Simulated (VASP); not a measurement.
# Si (Fm-3m) in VASP: a series of runs

Aim: see how the results for Si move with the level of theory and the settings. Levels: PBEsol, revPBE. Tasks: single point.

Program: VASP 6.6.1. These are calculated values, not measurements. Logs are shortened: lines on timing, memory, paths and dates and some standing lists are left out, and cuts for length are marked.

## Step 1: The cell of the first run

The structure is cubic, space group Fm-3m (No. 225). Conventional cell: a = 4.433 Å, b = 4.433 Å, c = 4.433 Å, α = 90.00°, β = 90.00°, γ = 90.00°. Within 4.1 Å of Si (site symmetry m-3m) lie 12 Si at 3.13 Å.

This isn't the form of Si at room conditions, which is diamond.

## Step 2: Single point, PBEsol (Pb replaced by Si, lengths x 0.856, strained)

Input file INCAR:

```
SYSTEM = Si
ALGO = Normal
EDIFF = 1E-6
ENCUT = 500
GGA = PS
GGA_COMPAT = .FALSE.
ISIF = 2
ISMEAR = 0
LASPH = .TRUE.
LCHARG = .FALSE.
LREAL = .FALSE.
LWAVE = .FALSE.
NBANDS = 8
NELM = 120
PREC = Accurate
SIGMA = 0.1
```

Input file KPOINTS:

```
k-points
0
G
  8 8 8
  0 0 0
```

Input file POSCAR:

```
Si
1.0
    0.0000000000      2.2165186267      2.2165186267
    2.2165186267      0.0000000000      2.2165186267
    2.2165186267      2.2165186267      0.0000000000
Si
1
Direct
    0.0000000000      0.0000000000      0.0000000000
```

Potentials or basis: VASP PAW PBE potentials, release 64 (Si).

Launch:

```sh
$ cat potpaw_PBE.64/Si/POTCAR > POTCAR
$ mpirun -np 1 vasp_std > vasp.out
```

OUTCAR:

```text
SYSTEM = Si
   EDIFF = 1E-6
   ENCUT = 500
   GGA = PS
   ISIF = 2
   ISMEAR = 0
   LASPH = .TRUE.
   LREAL = .FALSE.
   NELM = 120
   PREC = Accurate

 ion  position               nearest neighbor table
   1  0.000  0.000  0.000-

  LATTYP: Found a face centered cubic cell.
 ALAT       =     4.4330372534

  Lattice vectors:

 A1 = (   0.0000000000,   2.2165186267,   2.2165186267)
 A2 = (   2.2165186267,   0.0000000000,   2.2165186267)
 A3 = (   2.2165186267,   2.2165186267,   0.0000000000)

Analysis of symmetry for initial positions (statically):
=====================================================================
 Subroutine PRICEL returns:
 Original cell was already a primitive cell.

 Routine SETGRP: Setting up the symmetry group for a
 face centered cubic supercell.

 Subroutine GETGRP returns: Found 48 space group operations
 (whereof 48 operations were pure point group operations)
 out of a pool of 48 trial point group operations.

The static configuration has the point symmetry O_h .

Analysis of symmetry for dynamics (positions and initial velocities):
=====================================================================
 Subroutine PRICEL returns:
 Original cell was already a primitive cell.

 Routine SETGRP: Setting up the symmetry group for a
 face centered cubic supercell.

 Subroutine GETGRP returns: Found 48 space group operations
 (whereof 48 operations were pure point group operations)
 out of a pool of 48 trial point group operations.

The dynamic configuration has the point symmetry O_h .

 Subroutine INISYM returns: Found 48 space group operations
 (whereof 48 operations are pure point group operations),
 and found     1 'primitive' translations

----------------------------------------------------------------------------------------

                                     Primitive cell

  volume of cell :      21.7793

  direct lattice vectors                    reciprocal lattice vectors
     0.000000000  2.216518627  2.216518627    -0.225578975  0.225578975  0.225578975
     2.216518627  0.000000000  2.216518627     0.225578975 -0.225578975  0.225578975
     2.216518627  2.216518627  0.000000000     0.225578975  0.225578975 -0.225578975

  length of vectors
     3.134630703  3.134630703  3.134630703     0.390714246  0.390714246  0.390714246

  position of ions in fractional coordinates (direct lattice)
     0.000000000  0.000000000  0.000000000

  ion indices of the primitive-cell ions
   primitive index   ion index
                 1           1

----------------------------------------------------------------------------------------

 KPOINTS: k-points

Automatic generation of k-mesh.
 Grid dimensions read from file:
 generate k-points for:    8    8    8

 Generating k-lattice:

  Cartesian coordinates                     Fractional coordinates (reciprocal lattice)
    -0.028197372  0.028197372  0.028197372     0.125000000  0.000000000  0.000000000
     0.028197372 -0.028197372  0.028197372     0.000000000  0.125000000  0.000000000
     0.028197372  0.028197372 -0.028197372     0.000000000  0.000000000  0.125000000

  Length of vectors
     0.048839281  0.048839281  0.048839281

  Shift w.r.t. Gamma in fractional coordinates (k-lattice)
     0.000000000  0.000000000  0.000000000

 Subroutine IBZKPT returns following result:
 ===========================================

 Found     29 irreducible k-points:

 Following reciprocal coordinates:
            Coordinates               Weight
  0.000000  0.000000  0.000000      1.000000
  0.125000  0.000000  0.000000      8.000000
  0.250000  0.000000  0.000000      8.000000
  0.375000  0.000000  0.000000      8.000000
  0.500000  0.000000  0.000000      4.000000
  0.125000  0.125000  0.000000      6.000000
[... 16 lines left out ...]
  0.500000  0.250000  0.125000     48.000000
 -0.375000  0.250000  0.125000     24.000000
 [... further k-points ...]
   k-points           NKPTS =     29   k-points in BZ     NKDIM =     29   number of bands    NBANDS=      8
   number of dos      NEDOS =    301   number of ions     NIONS =      1
   total plane-waves  NPLWV =  13824
   dimension x,y,z NGX =    24 NGY =   24 NGZ =   24
   dimension x,y,z NGXF=    48 NGYF=   48 NGZF=   48
   ions per type =               1
   NGX,Y,Z   is equivalent  to a cutoff of  12.73, 12.73, 12.73 a.u.
   NGXF,Y,Z  is equivalent  to a cutoff of  25.46, 25.46, 25.46 a.u.
 SYSTEM =  Si
   PREC   = accura    normal or accurate (medium, high low for compatibility)
   ISTART =      0    job   : 0-new  1-cont  2-samecut
   ICHARG =      2    charge: 1-file 2-atom 10-const
   ISPIN  =      1    spin polarized calculation?
   LNONCOLLINEAR =      F non collinear calculations
   LSORBIT =      F    spin-orbit coupling
   LASPH  =      T    aspherical Exc in radial PAW
   ENCUT  =  500.0 eV  36.75 Ry    6.06 a.u.   5.72  5.72  5.72*2*pi/ulx,y,z
   NELM   =    120;   NELMIN=  2; NELMDL= -5     # of ELM steps
   EDIFF  = 0.1E-05   stopping-criterion for ELM
   LREAL  =      F    real-space projection
   EDIFFG = 0.1E-04   stopping-criterion for IOM
   NSW    =      0    number of steps for IOM
   IBRION =     -1    ionic relax: 0-MD 1-quasi-New 2-CG
   NFREE  =      0    steps in history (QN), initial steepest desc. (CG)
   ISIF   =      2    stress and relaxation
   ISYM   =      2    0-nonsym 1-usesym 2-fastsym
   POTIM  = 0.5000    time-step for ionic-motion
   TEBEG  =    0.0;   TEEND  =   0.0 temperature during run
   PSTRESS=    0.0 pullay stress
   NELECT =       4.0000    total number of electrons
   NUPDOWN=      -1.0000    fix difference up-down
   EMIN   =  10.00;   EMAX   =-10.00  energy-range for DOS
   EFERMI =   0.00;   METHOD = LEGACY
   ISMEAR =     0;   SIGMA  =   0.10  broadening in eV -4-tet -1-fermi 0-gaus
   EFERMI_NEDOS =   21; number of points for ismear=-14 and -15
   IALGO  =     38    algorithm
   IMIX   =      4    mixing-type and parameters
     AMIX     =   0.40;   BMIX     =  1.00
     AMIX_MAG =   1.60;   BMIX_MAG =  1.00
  volume/ion in A,a.u.               =      21.78       146.97
  Fermi-wavevector in a.u.,A,eV,Ry     =   0.930565  1.758513 11.781985  0.865951
  Thomas-Fermi vector in A             =   2.056967
   LORBIT       =      0    0 simple, 1 ext, 2 COOP (PROOUT), +10 PAW based schemes
   GGA     = PS    functional components
   LHFCALC =     F    Hartree Fock is set to
   AEXX    =    0.0000 exact exchange contribution
   IVDW    =     0    specifies the selected vdW correction
   LEPSILON=     F    determine dielectric tensor
   LRPA    =     F    only Hartree local field effects (RPA)
 non-spin polarized calculation
 Gauss-broadening in eV      SIGMA  =   0.10
  energy-cutoff  :      500.00
  volume of cell :       21.78
 maximum number of plane-waves:       568
   NGX = 11   NGY = 11   NGZ = 11

 number of electron       4.0000000 magnetization

 Free energy of the ion-electron system (eV)
  ---------------------------------------------------
  ext. energy  EPLUGINS =         0.00000000
  ---------------------------------------------------
  free energy    TOTEN  =        -4.78737934 eV

  energy without entropy =       -4.78194668  energy(sigma->0) =       -4.78466301

 E-fermi :   5.4637     XC(G=0):  -9.6744

 val. band max:        5.4469667036   @ k =  -0.2500   0.1250   0.0000
 cond. band min:       5.7325702360   @ k =  -0.3750   0.5000   0.1250
 fundamental gap:      0.2856035324
 Fermi energy:         5.4636680995

 k-point     1 :       0.0000    0.0000    0.0000
  band No.  band energies     occupation
      1      -5.6833      2.00000
      2      12.5258      0.00000
      3      12.5258      0.00000
      4      12.5258      0.00000
      5      15.9882      0.00000
      6      15.9882      0.00000
      7      15.9882      0.00000
      8      20.4110      0.00000

 k-point     2 :       0.1250    0.0000    0.0000
  band No.  band energies     occupation
      1      -5.3463      2.00000
      2      10.1240      0.00000
      3      12.0871      0.00000
      4      12.0871      0.00000
      5      15.9330      0.00000
      6      16.7047      0.00000
      7      16.7047      0.00000
      8      19.9069      0.00000

 k-point     3 :       0.2500    0.0000    0.0000
  band No.  band energies     occupation
      1      -4.3452      2.00000
      2       6.3884      0.00000
      3      11.4530      0.00000
      4      11.4530      0.00000
      5      15.4738      0.00000
      6      16.6898      0.00000
      7      16.6898      0.00000
      8      20.3118      0.00000

 k-point     4 :       0.3750    0.0000    0.0000
  band No.  band energies     occupation
      1      -2.7350      2.00000
      2       2.9811      2.00000
      3      11.0789      0.00000
      4      11.0789      0.00000
      5      15.1776      0.00000
      6      15.6444      0.00000
      7      15.6444      0.00000
      8      19.6508      0.00000

 k-point     5 :       0.5000    0.0000    0.0000
  band No.  band energies     occupation
      1      -1.2232      2.00000
      2       0.8556      2.00000
      3      10.9700      0.00000
      4      10.9700      0.00000
      5      15.1023      0.00000
      6      15.2096      0.00000
      7      15.2096      0.00000
      8      19.1252      0.00000

 k-point     6 :       0.1250    0.1250    0.0000
  band No.  band energies     occupation
      1      -5.2338      2.00000
      2      11.0696      0.00000
      3      11.0696      0.00000
      4      11.3048      0.00000
      5      14.2956      0.00000
      6      17.6047      0.00000
      7      17.9603      0.00000
      8      17.9603      0.00000

 k-point     7 :       0.2500    0.1250    0.0000
  band No.  band energies     occupation
      1      -4.4531      2.00000
      2       7.8265      0.00000
      3      10.2576      0.00000
      4      10.8581      0.00000
      5      14.3321      0.00000
      6      16.1762      0.00000
      7      18.5462      0.00000
      8      18.7595      0.00000

 k-point     8 :       0.3750    0.1250    0.0000
  band No.  band energies     occupation
      1      -3.0361      2.00000
      2       4.3082      2.00000
      3       9.9069      0.00000
      4       9.9217      0.00000
      5      13.8150      0.00000
      6      16.9324      0.00000
      7      17.7010      0.00000
      8      19.4377      0.00000

 k-point     9 :       0.5000    0.1250    0.0000
  band No.  band energies     occupation
      1      -1.2307      2.00000
      2       1.4997      2.00000
      3       9.0692      0.00000
      4      10.0969      0.00000
      5      13.7313      0.00000
      6      16.6718      0.00000
      7      16.9957      0.00000
      8      21.4966      0.00000

 k-point    10 :      -0.3750    0.1250    0.0000
  band No.  band energies     occupation
      1      -1.8187      2.00000
      2       2.2929      2.00000
      3       8.5857      0.00000
      4      10.7239      0.00000
      5      14.4478      0.00000
      6      16.2434      0.00000
      7      16.8559      0.00000
      8      21.7119      0.00000
[... 78 lines left out ...]
 k-point    18 :       0.3750    0.3750    0.0000
  band No.  band energies     occupation
      1      -1.7104      2.00000
      2       4.9886      2.00000
      3       8.0946      0.00000
      4       8.0946      0.00000
      5      10.8746      0.00000
      6      11.3440      0.00000
      7      24.0900      0.00000
      8      24.2719      0.00000

 k-point    19 :       0.5000    0.3750    0.0000
  band No.  band energies     occupation
      1      -0.1705      2.00000
      2       3.2912      2.00000
      3       5.8945      0.00000
      4       7.9889      0.00000
      5      10.9251      0.00000
      6      13.0825      0.00000
      7      23.1017      0.00000
      8      24.3049      0.00000

 k-point    20 :      -0.3750    0.3750    0.0000
  band No.  band energies     occupation
      1       0.8800      2.00000
      2       2.7854      2.00000
      3       3.6786      2.00000
      4       8.4583      0.00000
      5      11.4555      0.00000
      6      16.6101      0.00000
      7      21.6702      0.00000
      8      22.6325      0.00000

 k-point    21 :       0.5000    0.5000    0.0000
  band No.  band energies     occupation
      1       0.7635      2.00000
      2       1.9173      2.00000
      3       7.6981      0.00000
      4       7.6981      0.00000
      5      10.4236      0.00000
      6      10.7016      0.00000
      7      25.0831      0.00000
      8      26.2575      0.00000

 k-point    22 :       0.3750    0.2500    0.1250
  band No.  band energies     occupation
      1      -3.4606      2.00000
      2       6.8087      0.00000
      3       7.4003      0.00000
      4      10.2327      0.00000
      5      14.8369      0.00000
      6      15.1120      0.00000
      7      18.1553      0.00000
      8      20.4581      0.00000

 k-point    23 :       0.5000    0.2500    0.1250
  band No.  band energies     occupation
      1      -1.8674      2.00000
      2       3.7742      2.00000
      3       6.8905      0.00000
      4       8.9977      0.00000
      5      14.6077      0.00000
      6      16.3374      0.00000
      7      18.0901      0.00000
      8      20.8810      0.00000

 k-point    24 :      -0.3750    0.2500    0.1250
  band No.  band energies     occupation
      1      -0.3832      2.00000
      2       1.7055      2.00000
      3       6.9192      0.00000
      4       8.4088      0.00000
      5      14.5859      0.00000
      6      15.9888      0.00000
      7      19.8048      0.00000
      8      20.9063      0.00000

 [... further k-points ...]

------------------------ aborting loop because EDIFF is reached ----------------------------------------

  FORCE on cell =-STRESS in cart. coord.  units (eV):
  Direction    XX          YY          ZZ          XY          YZ          ZX
  --------------------------------------------------------------------------------------
  -------------------------------------------------------------------------------------
  Total       -2.1814290     -2.1814290     -2.1814290     -0.0000000     -0.0000000      0.0000000
  in kB     -160.4750443   -160.4750443   -160.4750443     -0.0000000     -0.0000000      0.0000000
  external PRESSURE =    -160.4750443 kB  Pullay stress =       0.0000000 kB

 VOLUME and BASIS-vectors are now :
 -----------------------------------------------------------------------------
  energy-cutoff  :      500.00
  volume of cell :       21.78
      direct lattice vectors                 reciprocal lattice vectors
     0.000000000  2.216518627  2.216518627    -0.225578975  0.225578975  0.225578975
     2.216518627  0.000000000  2.216518627     0.225578975 -0.225578975  0.225578975
     2.216518627  2.216518627  0.000000000     0.225578975  0.225578975 -0.225578975

 POSITION                                       TOTAL-FORCE (eV/Angst)
 -----------------------------------------------------------------------------------
      0.00000      0.00000      0.00000        -0.000000     -0.000000      0.000000
 -----------------------------------------------------------------------------------
    total drift:                               -0.000000      0.000000      0.000000

  FREE ENERGIE OF THE ION-ELECTRON SYSTEM (eV)
  ---------------------------------------------------
  free  energy   TOTEN  =        -4.7873793445 eV

  energy  without entropy=       -4.7819466773  energy(sigma->0) =       -4.78466301
```

Wall time 4.7 s (1 thread of Intel Xeon 8259CL, shared host); peak memory 0.13 GiB.

Results:

* Free energy: -4.7874 eV
* Pressure: -16.0 GPa
* Band gap on the k mesh: zero (bands 2 and 3 overlap by 8.88 eV)

Caveat: the cell differs from its parent crystal (Pb replaced by Si, lengths x 0.856, strained); the cell stands under tension; the PAW data sets were made with another functional, which shifts forces and pressure a little.

## Step 3: Single point, PBEsol (Pb replaced by Si, lengths x 0.856, strained)

Input file INCAR:

```
SYSTEM = Si
ALGO = Normal
EDIFF = 1E-6
ENCUT = 500
GGA = PS
GGA_COMPAT = .False.
ISIF = 2
ISMEAR = 0
LASPH = .True.
LCHARG = .False.
LREAL = .False.
LWAVE = .False.
NBANDS = 8
NELM = 120
PREC = Accurate
SIGMA = 0.1
```

Input file KPOINTS:

```
k-points
0
Gamma
  16 16 16
  0 0 0
```

POSCAR is that of step 2.

Potentials or basis: VASP PAW PBE potentials, release 64 (Si).

Launch:

```sh
$ cat potpaw_PBE.64/Si/POTCAR > POTCAR
$ mpirun -np 1 vasp_std > vasp.out
```

Wall time 18 s (1 thread of Intel Xeon 8259CL, shared host); peak memory 0.14 GiB.

The run converged. Its results:

```
Free energy            : -4.7775 eV
Pressure               : -16.3 GPa
Band gap on the k mesh : zero (bands 2 and 3 overlap by 9.09 eV)
```

Levels at points of the mesh, in eV from the Fermi level:
```tsv
k point	band 1	band 2	band 3	band 4	band 5	band 6	band 7
(0.00, 0.00, 0.00)	-11.14	7.07	7.07	7.07	10.53	10.53	10.53
(0.50, 0.00, 0.00)	-6.68	-4.60	5.51	5.51	9.65	9.75	9.75
(0.50, 0.50, 0.00)	-4.69	-3.54	2.24	2.24	4.97	5.25	19.63
```

Caveat: the cell differs from its parent crystal (Pb replaced by Si, lengths x 0.856, strained); the cell stands under tension; the PAW data sets were made with another functional, which shifts forces and pressure a little.

## Step 4: Single point, revPBE

Input file INCAR:

```
SYSTEM = Si
PREC = Accurate ; ENCUT = 500
EDIFF = 1E-6 ; ISMEAR = 0
SIGMA = 0.1 ; LREAL = .False.
LASPH = .True. ; NELM = 120
ALGO = Normal ; ISIF = 2
LWAVE = .False. ; LCHARG = .True.
GGA = RE ; LELF = .True.
LVHAR = .True. ; NBANDS = 8
GGA_COMPAT = .False.
```

Input file KPOINTS:

```
Automatic mesh
0
Gamma
  16 16 16
  0 0 0
```

POSCAR is that of step 3.

Launch:

```sh
$ cat potpaw_PBE.64/Si/POTCAR > POTCAR
$ mpirun -np 1 vasp_std > vasp.out
```

Wall time 21 s (1 thread of Intel Xeon 8259CL, shared host); peak memory 0.14 GiB.

The run converged. Its results:

| Property | Result |
| --- | --- |
| Free energy | -4.2074 eV |
| Pressure | -14.1 GPa |
| Band gap on the k mesh | zero (bands 2 and 3 overlap by 9.09 eV) |

Levels at points of the mesh, in eV from the Fermi level:
| k point | band 1 | band 2 | band 3 | band 4 | band 5 | band 6 |
| --- | --- | --- | --- | --- | --- | --- |
| (0.00, 0.00, 0.00) | -11.14 | 7.08 | 7.08 | 7.08 | 10.49 | 10.49 |
| (0.50, 0.00, 0.00) | -6.69 | -4.59 | 5.52 | 5.52 | 9.65 | 9.73 |
| (0.50, 0.50, 0.00) | -4.70 | -3.54 | 2.24 | 2.24 | 4.95 | 5.29 |

Caveat: the cell stands under tension; the PAW data sets were made with another functional, which shifts forces and pressure a little.

## Step 5: The runs side by side

```tsv
level	k mesh	gap on the mesh (eV)	pressure (GPa)
PBEsol	8 × 8 × 8	none	-16.0
PBEsol	16 × 16 × 16	none	-16.3
revPBE	16 × 16 × 16	none	-14.1
```

Alike in all rows: task single point; potentials or basis VASP PAW PBE potentials, release 64 (Si); no spin polarisation; cell as given; cutoff (eV) 500; smearing gaussian 0.1 eV.

Caveats: the cell stands under tension; the PAW data sets were made with another functional, which shifts forces and pressure a little.

Absolute energies hang on the potentials; compare differences alone.

The gap in the log of VASP goes by the Fermi energy; the results here count the filled bands.